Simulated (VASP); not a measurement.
MgO: single point with LDA

Crystal: MgO.

```
Mg O
1.0
     2.91167    0.00000    0.00000
    -1.45583    2.52158    0.00000
     0.00000    0.00000    2.65565
Mg O
1 1
Direct
  0.00000 0.00000 0.00000
  0.33333 0.66667 0.50000
```

```yaml
Program: VASP 6.6.1
Task: single point
Functional: LDA
Potentials_or_basis: VASP PAW LDA potentials, release 64 (Mg_sv, O)
Cutoff: 840 eV
k_mesh: 7 × 7 × 6
Occupations: gaussian, width 0.01 eV
Spin: no spin polarisation
Dipole_correction: no
Further_INCAR_settings: ALGO = Normal; EDIFF = 1e-06; NBANDS = 15
```

- Pressure: -5.5 GPa
- Band gap on the k mesh: 3.18 eV (least direct gap 3.57 eV)

Stress tensor (GPa, compression positive):
```
-5.47  0.00  0.00
 0.00 -5.47  0.00
 0.00  0.00 -5.63
```

Levels at points of the mesh, in eV from the valence-band top:
```csv
k point,band 6,band 7,band 8,band 9,band 10,band 11
"(0.00, 0.00, 0.00)",-0.61,-0.61,-0.39,3.18,11.73,15.54
"(0.00, 0.00, 0.50)",-5.53,-0.08,-0.08,8.41,9.11,17.51
```

Run time: 22 s on 1 thread of Intel(R) Xeon(R) Platinum 8259CL CPU @ 2.50GHz (Skylake/Cascade Lake), with other jobs on the host, peak memory 0.14 GiB.

Caveat: the cell stands under tension. A k mesh can miss the band edges.
